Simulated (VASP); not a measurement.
Runs of VASP 6.6.1 on CuO. The structure is that of space group Pm-3m (No. 221), or close to it. The cells are those of the table. 

```tsv
task	cell	k mesh	cutoff (eV)	gap on the mesh (eV)	pressure (GPa)	moment (μB)
single point	a = 2.646 Å, 2 atoms	20 × 20 × 20	520	none	0.1	1.00
single point	a = 2.645 Å, 2 atoms	6 × 6 × 6	520	none	0.2	0.98
relaxation of cell and atoms	relaxed from a = 2.645 Å, 2 atoms	6 × 6 × 6	600	none	0.1	(a)
single point	a = 2.644, b = 2.644, c = 2.647 Å, 2 atoms	8 × 8 × 4	520	none	0.2	1.00
```

Alike in all rows: level PBE; potentials or basis VASP PAW PBE potentials, release 64 (Cu, O); spin collinear, ferromagnetic start; smearing gaussian 0.1 eV.

Question: Fill in the values left out.

Answer: (a) 0.99.

Caveats: some runs use coarse meshes; a cell with one magnetic atom can't hold antiferromagnetic order, which such compounds often take; semilocal functionals often make such compounds metallic where correlation or magnetic order opens a gap, which also shifts bond lengths; the relaxation stopped at its first step, so nothing moved (some runs).

A gap of «none» marks levels without a gap at the run's occupations.
